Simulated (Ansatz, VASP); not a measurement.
# CaB6: VASP beside Ansatz

```
Ca B
1.0
     4.10583    0.00000    0.00000
     0.00000    4.10583    0.00000
     0.00000    0.00000    4.10583
Ca B
1 6
Cartesian
  2.0529 2.0529 2.0529
  0.0000 0.0000 1.2266
  0.0000 0.0000 2.8793
  1.2266 0.0000 0.0000
  2.8793 0.0000 0.0000
  0.0000 1.2266 0.0000
  0.0000 2.8793 0.0000
```

Alike in both runs: functional PBE; k mesh 8 × 8 × 8; occupations gaussian, width 0.01 eV; no spin polarisation.

Ansatz relaxed the structure, and its values are those at the end. VASP's run is a single point on that final structure, the one shown.

```csv
,VASP,Ansatz
version,VASP 6.6.1,Ansatz 0.2.0
potentials or method,"VASP PAW PBE potentials, release 64 (Ca_sv, B), cutoff 520 eV","scalar-relativistic, plane waves, PAW"
valence electrons in the cell,28,28
```

VASP gave:

```
gap on the k mesh at the Fermi level (eV) : 0.07
least direct gap on the mesh (eV)         : 0.10
pressure (GPa)                            : 5.0
rms of the force components (eV/Å)        : 0.010
```

Q: Which values does Ansatz return?

A: gap on the k mesh at the Fermi level (eV): 0.07; least direct gap on the mesh (eV): 0.10; pressure (GPa): 4.8; rms of the force components (eV/Å): 0.000.

With one functional, cell and mesh, what is left measures potentials, basis and numerics. Ansatz's warnings: stress scf threshold loose.
